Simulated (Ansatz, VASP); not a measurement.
Sb: VASP beside Ansatz

```
Sb
1.0
     3.21087    0.00000    0.00000
     0.00000    3.21087    0.00000
     0.00000    0.00000    3.21087
Sb
1
Direct
  0.00000 0.00000 0.00000
```

Alike in both runs: task single point; functional PBE; k mesh 14 × 14 × 14; occupations gaussian, width 0.1 eV; no spin polarisation.

|  | VASP | Ansatz |
| --- | --- | --- |
| version | VASP 6.6.1 | Ansatz 0.2.0 |
| potentials or method | VASP PAW PBE potentials, release 64 (Sb), cutoff 520 eV | scalar-relativistic, plane waves, PAW |
| valence electrons in the cell | 5 | 15 |

VASP gave:

| Property | Result |
| --- | --- |
| gap on the k mesh at the Fermi level (eV) | none |
| pressure (GPa) | -4.3 |

Task: What did Ansatz give for the same quantities?

Result: gap on the k mesh at the Fermi level (eV): none; pressure (GPa): -4.2.

A gap of «none» marks a metal or a gap that the smearing closes. VASP's potentials hold 5 valence electrons a cell and Ansatz's 15, so a difference there can come from the potentials and not from the codes.

Neither program's run includes spin-orbit coupling.
